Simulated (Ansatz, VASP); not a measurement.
**One calculation of GaAs, two programs**

File POSCAR:

```
GaAs
1.0
    0.0000000000      2.8268500000      2.8268500000
    2.8268500000      0.0000000000      2.8268500000
    2.8268500000      2.8268500000      0.0000000000
Ga As
1 1
Direct
    0.0000000000      0.0000000000      0.0000000000
    0.7500000000      0.7500000000      0.7500000000
```

Contents of INCAR.step1:

```
PREC = Accurate ; ENCUT = 600
ISMEAR = -1 ; SIGMA = 0.05
LREAL = False ; LASPH = True
NELM = 60 ; GGA = PE
ALGO = Normal ; EDIFF = 1E-4
LWAVE = True ; LCHARG = False
```

File INCAR.step2:

```
PREC = Accurate ; ENCUT = 600
EDIFF = 1E-7 ; ISMEAR = -1
SIGMA = 0.05 ; LREAL = False
LASPH = True ; NELM = 60
ALGO = Normal ; ISIF = 3
LWAVE = False ; LCHARG = False
METAGGA = R2SCAN ; LMIXTAU = True
IBRION = 2 ; NSW = 100
EDIFFG = -0.002 ; ISTART = 1
```

Contents of KPOINTS:

```
Automatic mesh
0
Gamma
  12 12 12
```

Input for Ansatz:

```yaml
crystal:
  lattice:
    - [0.0, 2.82685, 2.82685]
    - [2.82685, 0.0, 2.82685]
    - [2.82685, 2.82685, 0.0]
  atoms:
    - { symbol: Ga, position: [0.0, 0.0, 0.0] }
    - { symbol: As, position: [0.75, 0.75, 0.75] }
kpoints:
  mp_grid: { grid: [12, 12, 12] }
scf:
  occupations: { method: fermi_dirac, width: 0.05 }
hamiltonian:
  xc: r2scan
  pseudopotentials: { kind: paw }
relax:
  f_tol: 0.002
  max_steps: 80
  cell: {}
output:
  forces: true
  stress: true
  write_density: true
  write_potential: true
  elf: true
  volumetric_format: npy
```

Alike in both runs: task relaxation of cell and atoms; functional r2SCAN; k mesh 12 × 12 × 12; occupations fermi-dirac, width 0.05 eV; no spin polarisation.

|  | VASP | Ansatz |
| --- | --- | --- |
| version | VASP 6.6.1 | Ansatz 0.2.0 |
| potentials or method | VASP PAW PBE potentials, release 64 (Ga_d, As) | PAW with Ansatz's default frozen-core files, scalar-relativistic |
| plane-wave cutoff (eV) | 600 | 500 |
| valence electrons in the cell | 18 | 28 |

|  | VASP | Ansatz | Ansatz less VASP |
| --- | --- | --- | --- |
| relaxed volume (Å³/atom) | 22.77 | 22.75 | -0.024 |
| relaxed cell length with the largest relative difference (Å) | 4.008 | 4.007 | -0.0014 |

VASP's potentials were made for PBE, not for r2SCAN. VASP's potentials hold 18 valence electrons a cell and Ansatz's 28, so a difference there can come from the potentials and not from the codes.
